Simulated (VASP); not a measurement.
A run of VASP 6.6.1:

Contents of INCAR:

```
SYSTEM = Mo
PREC = Accurate ; ENCUT = 520
EDIFF = 1E-7 ; ISMEAR = 0
SIGMA = 0.1 ; LREAL = .False.
LASPH = .True. ; NELM = 100
ALGO = Fast ; ISIF = 2
LWAVE = .False. ; LCHARG = .False.
GGA = PS ; NBANDS = 36
```

The input KPOINTS:

```
regular mesh
0
Gamma
  6 6 2
  0 0 0
```

The input POSCAR:

```
Mo
1.0
    4.1956751883      0.0000000000      0.0000000000
   -2.0978375942      3.6335612991      0.0000000000
    0.0000000000      0.0000000000      4.9211606880
Mo
4
Direct
    0.0000000000      0.0000000000      0.2500000000
    0.0000000000      0.0000000000      0.7500000000
    0.3333333333      0.6666666667      0.7500000000
    0.6666666667      0.3333333333      0.2500000000
```

Potentials or basis: VASP PAW PBE potentials, release 64 (Mo_sv).

Run with:

```sh
$ cat potpaw_PBE.64/Mo_sv/POTCAR > POTCAR
$ mpirun -np 1 vasp_std > vasp.out
```

Hardware: 1 thread of Intel Xeon 8259CL, with other jobs on the host.

Task: Estimate the wall time of this run.

Result: Wall time 68 s on 1 thread of Intel Xeon 8259CL, on a shared host, peak memory 0.2 GiB. Counts: scf iterations 17, k points 14.
